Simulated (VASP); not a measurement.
Here is a VASP 6.6.1 calculation.

INCAR

```
SYSTEM = SrO
PREC = Accurate
ENCUT = 520
EDIFF = 1E-8
ISMEAR = 0
SIGMA = 0.01
LREAL = .False.
LASPH = .True.
NELM = 120
ALGO = Normal
ISIF = 2
LWAVE = .False.
LCHARG = .False.
GGA = CA
LEPSILON = .True.
GGA_COMPAT = .False.
```

KPOINTS

```
Automatic mesh
0
Gamma
  5 5 4
  0 0 0
```

File POSCAR:

```
SrO
1.0
    4.2754662700      0.0000000000      0.0000000000
   -2.1377331350      3.7026624028      0.0000000000
    0.0000000000      0.0000000000      5.1555949900
Sr O
2 2
Direct
    0.3333333333      0.6666666667      0.9381277000
    0.6666666667      0.3333333333      0.4381277000
    0.3333333333      0.6666666667      0.4368723000
    0.6666666667      0.3333333333      0.9368723000
```

Potentials or basis: VASP PAW LDA potentials, release 64 (Sr_sv, O).

Launch:

```console
$ cat potpaw_LDA.64/Sr_sv/POTCAR potpaw_LDA.64/O/POTCAR > POTCAR
$ mpirun -np 1 vasp_std > vasp.out
```

(1) Estimate the electronic dielectric tensor (diagonal).

(2) Estimate the Born charges (mean of the diagonal).

(3) What does it give for the band gap on the k mesh?

## Answers

(1) 3.40, 3.40, 3.52.

(2) Sr +2.20; O -2.20 e.

(3) 2.45 eV.
